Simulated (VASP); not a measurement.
Wanted: the native input for a VASP 6.6.1 run.

```yaml
Task: single point
Functional: PBEsol
Potentials_or_basis: VASP PAW PBE potentials, release 64 (Pd)
Cutoff: 520 eV
k_mesh: 20 × 20 × 20
Occupations: gaussian, width 0.15 eV
Spin: no spin polarisation
Dipole_correction: no
Further_INCAR_settings: ALGO = Fast; EDIFF = 1e-06; NBANDS = 11
```

The structure of Pd lies in POSCAR:

```
Pd
1.0
    0.0000000000      1.9449000000      2.0324205000
    1.9449000000      0.0000000000      2.0324205000
    1.9449000000      1.9449000000      0.0000000000
Pd
1
Direct
    0.0000000000      0.0000000000      0.0000000000
```

This cell differs from its parent crystal: strain +0.0450 x Voigt [0, 0, 1, 0, 0, 0].

One way to write it, as run:

INCAR

```
SYSTEM = Pd
PREC     = Accurate       ! precision mode
ENCUT    = 520            ! plane-wave cutoff, eV
EDIFF    = 1E-6           ! SCF threshold, eV
ISMEAR   = 0              ! smearing method
SIGMA    = 0.15           ! smearing width, eV
LREAL    = .FALSE.        ! projectors in reciprocal space
LASPH    = .TRUE.         ! aspherical terms in the spheres
NELM     = 60             ! most SCF steps
ALGO     = Fast           ! electronic algorithm
ISIF     = 2              ! what is computed and relaxed
LWAVE    = .FALSE.        ! write WAVECAR
LCHARG   = .TRUE.         ! write CHGCAR
GGA      = PS             ! functional
LELF     = .TRUE.         ! ELF
LVHAR    = .TRUE.       
NBANDS   = 11             ! bands
```

KPOINTS

```
Automatic mesh
0
G
  20 20 20
  0 0 0
```

Potentials or basis: VASP PAW PBE potentials, release 64 (Pd).

Run with:

```bash
$ cat potpaw_PBE.64/Pd/POTCAR > POTCAR
$ mpirun -np 1 vasp_std > vasp.out
```

Results of the run:

```yaml
Pressure: -9.7 GPa
Band_gap_on_the_k_mesh: zero (bands 5 and 6 overlap by 1.61 eV)
```

Caveat: the cell differs from its parent crystal (strain +0.0450 x Voigt [0, 0, 1, 0, 0, 0]); the cell stands under tension; the PAW data sets were made with another functional, which shifts forces and pressure a little.

It took 2 min on 1 thread of Intel Xeon 8259CL, with other jobs on the host, peak memory 0.22 GiB.
